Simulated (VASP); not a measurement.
Wanted: the native input for a VASP 6.6.1 run.

| Item | Value |
| --- | --- |
| Task | relaxation of cell and atoms |
| Functional | PBE |
| Potentials or basis | VASP PAW PBE potentials, release 64 (Te) |
| Cutoff | 600 eV |
| k mesh | 6 × 6 × 2 |
| Occupations | gaussian, width 0.1 eV |
| Spin | no spin polarisation |
| Dipole correction | no |
| Further INCAR settings | ALGO = Normal; EDIFF = 1e-07; IBRION = 2; EDIFFG = -0.04; NSW = 90; ISIF = 3 |

The structure of Te lies in POSCAR:

```
Te
1.0
    4.0610278800      0.0000000000      0.0000000000
   -2.0305139400      3.5169533100      0.0000000000
    0.0000000000      0.0000000000      8.7699104400
Te
2
Direct
    0.3333333300      0.6666666700      0.5071999400
    0.6666666700      0.3333333300      0.4928000600
```

These files were run (other wordings do the same):

INCAR

```
PREC = Accurate ; ENCUT = 600
EDIFF = 1E-7 ; ISMEAR = 0
SIGMA = 0.1 ; LREAL = False
LASPH = True ; NELM = 60
ALGO = Normal ; ISIF = 3
LWAVE = False ; LCHARG = False
GGA = PE ; IBRION = 2
NSW = 90 ; EDIFFG = -0.04
```

KPOINTS

```
regular mesh
0
Gamma
  6 6 2
```

Potentials or basis: VASP PAW PBE potentials, release 64 (Te).

Run with:

```sh
$ cat potpaw_PBE.64/Te/POTCAR > POTCAR
$ mpirun -np 1 vasp_std > vasp.out
```

Results of the run:

* Relaxed cell: a = 4.932 Å, b = 4.932 Å, c = 9.003 Å, α = 90.00°, β = 90.00°, γ = 120.00°
* Space group after relaxing (to 0.05 Å): P-3m1 (No. 164)
* Energy gained by relaxing: 3274.5 meV/atom
* Ionic steps: 18
* Largest force after relaxing: 0.027 eV/Å
* Band gap on the k mesh: zero (band 6 reaches -0.45 eV, above the bottom of band 7 at -0.81 eV)

Caveat: spin-orbit coupling is left out, which moves the levels of the heavy elements.

It took 6.4 min on 1 thread of Oxide Virtual Turin-like Processor, with other jobs on the host, peak memory 0.23 GiB.
